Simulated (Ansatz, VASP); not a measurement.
Ni: VASP beside Ansatz

```
CELL_PARAMETERS angstrom
0.00000 2.51310 2.51310
2.51310 0.00000 2.51310
2.51310 2.51310 0.00000
ATOMIC_POSITIONS crystal
Ni 0.12500 0.12500 0.12500
Ni 0.87500 0.87500 0.87500
```

Alike in both runs: task single point; functional r2SCAN; k mesh 6 × 6 × 6; occupations fermi-dirac, width 0.1 eV; collinear spin.

|  | VASP | Ansatz |
| --- | --- | --- |
| version | VASP 6.6.1 | Ansatz 0.2.0 |
| potentials or method | VASP PAW PBE potentials, release 64 (Ni), cutoff 520 eV | plane waves (500 eV) with PAW, scalar-relativistic |
| valence electrons in the cell | 20 | 36 |

```csv
,VASP,Ansatz,Ansatz less VASP
net moment per atom (μB),0.82,0.83,+0.009
size of the moment on the site where the two differ most (μB),0.83,0.90,+0.076
```

VASP's potentials were made for PBE, not for r2SCAN. Site moments also hang on the region over which each program counts them. With one functional, cell and mesh, what is left measures potentials, basis and numerics. VASP's potentials hold 20 valence electrons a cell and Ansatz's 36, so a difference there can come from the potentials and not from the codes. Ansatz's warnings: stability check not made.

The k mesh is coarse, so the values compare programs but aren't converged.
